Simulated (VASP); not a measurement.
Input of a VASP 6.6.1 run:

File INCAR:

```
PREC = Accurate
ENCUT = 500
EDIFF = 1E-6
ISMEAR = -1
SIGMA = 0.1
LREAL = False
LASPH = True
NELM = 200
ALGO = Normal
ISIF = 2
LWAVE = False
LCHARG = False
ISPIN = 2
MAGMOM = 0.25 0.25 -0.25 -0.25
LORBIT = 11
LMAXMIX = 4
LDAU = True
LDAUTYPE = 2
LDAUL = 2
LDAUU = 4
LDAUJ = 0
LDAUPRINT = 1
GGA = PE
NBANDS = 42
GGA_COMPAT = False
```

File KPOINTS:

```
Automatic mesh
0
Gamma
  2 2 2
```

POSCAR

```
Rh
1.0
    3.8641930000      0.0000000000      0.0000000000
    0.0000000000      3.8641930000      0.0000000000
    0.0000000000      0.0000000000      3.8641930000
Rh
4
Direct
    0.0000000000      0.0000000000      0.0000000000
    0.5000000000      0.5000000000      0.0000000000
    0.5000000000      0.0000000000      0.5000000000
    0.0000000000      0.5000000000      0.5000000000
```

Potentials or basis: VASP PAW PBE potentials, release 64 (Rh_pv).

Run with:

```sh
$ cat potpaw_PBE.64/Rh_pv/POTCAR > POTCAR
$ mpirun -np 1 vasp_std > vasp.out
```

Question: Predict the band gap on the k mesh.

Answer: Zero (filled and empty bands overlap).

Question: What does it give for the net moment?

Answer: 0.00 μB per cell.

Question: Estimate the pressure.

Answer: -17.0 GPa.

Eigenvalues of the final occupation matrices:
| site | spin | trace | eigenvalues |
| --- | --- | --- | --- |
| site 1 d | 1 | 3.64 | 0.69 0.69 0.69 0.79 0.79 |
| site 1 d | 2 | 3.64 | 0.69 0.69 0.69 0.79 0.79 |
| site 2 d | 1 | 3.64 | 0.69 0.69 0.69 0.79 0.79 |
| site 2 d | 2 | 3.64 | 0.69 0.69 0.69 0.79 0.79 |
| site 3 d | 1 | 3.64 | 0.69 0.69 0.69 0.79 0.79 |
| site 3 d | 2 | 3.64 | 0.69 0.69 0.69 0.79 0.79 |
| site 4 d | 1 | 3.64 | 0.69 0.69 0.69 0.79 0.79 |
| site 4 d | 2 | 3.64 | 0.69 0.69 0.69 0.79 0.79 |

Caveat: the k points lie up to 0.81 Å⁻¹ apart; the U is typed as a test and isn't derived for this compound. The state reached can hang on the start; a lower one may exist.
